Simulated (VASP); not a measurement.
# Ag: relaxation of cell and atoms with revPBE+D3(BJ)

The system is Ag.

```xyz
1
Lattice="0.0000 2.0427 2.0427 2.0427 0.0000 2.0427 2.0427 2.0427 0.0000" Properties=species:S:1:pos:R:3 pbc="T T T"
Ag    0.0000    0.0000    0.0000
```

| Item | Value |
| --- | --- |
| Program | VASP 6.6.1 |
| Task | relaxation of cell and atoms |
| Functional | revPBE |
| Dispersion | D3(BJ) |
| Potentials or basis | VASP PAW PBE potentials, release 64 (Ag) |
| Cutoff | 600 eV |
| k mesh | 13 × 13 × 13 |
| Occupations | fermi-dirac, width 0.1 eV |
| Spin | no spin polarisation |
| Dipole correction | no |
| Further INCAR settings | ALGO = Normal; EDIFF = 1e-06; IBRION = 2; EDIFFG = -0.005; NSW = 80; ISIF = 3 |

```yaml
Relaxed_volume: 16.49 Å³/atom
Relaxed_cell: a = 2.857 Å, b = 2.857 Å, c = 2.857 Å, α = 60.00°, β = 60.00°, γ = 60.00°
Space_group_after_relaxing_to_0.05_Å: Fm-3m (No. 225)
Energy_gained_by_relaxing: 6.5 meV/atom
Ionic_steps: 3
Pressure_after_relaxing: 0.0 GPa
Dispersion_energy_per_atom: -1.166 eV
```

The path:
| step | energy change (eV) | largest force (eV/Å) | pressure (GPa) | volume (Å³) |
| --- | --- | --- | --- | --- |
| 1 | 0.0000 | 0.0000 | -3.56 | 17.05 |
| 2 | -0.0036 | 0.0000 | 2.75 | 16.13 |
| 3 | -0.0065 | 0.0000 | 0.00 | 16.49 |

Final structure:
```
CELL_PARAMETERS angstrom
0.00000 2.02003 2.02003
2.02003 0.00000 2.02003
2.02003 2.02003 0.00000
ATOMIC_POSITIONS crystal
Ag 0.00000 0.00000 0.00000
```

Levels at points of the mesh, in eV from the Fermi level:
```csv
k point,band 3,band 4,band 5,band 6,band 7,band 8,band 9
"(0.00, 0.00, 0.00)",-5.13,-5.13,-4.04,-4.04,15.90,19.71,19.71
```

Wall time 39 s on 1 thread of Intel Xeon 8259CL, with other jobs on the host, peak memory 0.17 GiB.

Caveat: the PAW data sets were made with another functional, which shifts forces and pressure a little; pairwise dispersion overbinds metals, which lowers pressure and volume.
